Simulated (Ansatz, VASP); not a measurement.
**C in VASP and in Ansatz**

```
CELL_PARAMETERS angstrom
0.00000 2.10889 3.29453
1.21837 0.00000 3.29453
1.21837 2.10889 0.00000
ATOMIC_POSITIONS crystal
C 0.13146 0.86854 0.13146
C 0.86854 0.13146 0.86854
```

Alike in both runs: task single point; functional PBEsol; dispersion D3(BJ); k mesh 16 × 16 × 16; occupations gaussian, width 0.03 eV; no spin polarisation.

|  | VASP | Ansatz |
| --- | --- | --- |
| version | VASP 6.6.1 | Ansatz 0.2.0 |
| potentials or method | VASP PAW PBE potentials, release 64 (C), cutoff 520 eV | scalar-relativistic, plane waves, PAW |
| valence electrons in the cell | 8 | 8 |

Ansatz gave:

- gap on the k mesh at the Fermi level (eV): none
- rms of the force components (eV/Å): 16.007

Problem. What did VASP give for the same quantities?

Solution. gap on the k mesh at the Fermi level (eV): none; rms of the force components (eV/Å): 16.248.

VASP's potentials were made for PBE, not for PBEsol, and Ansatz warns of the same on its side. Atom by atom the forces differ by 0.241 eV/Å (rms over components). A gap of «none» marks a metal or a gap that the smearing closes.
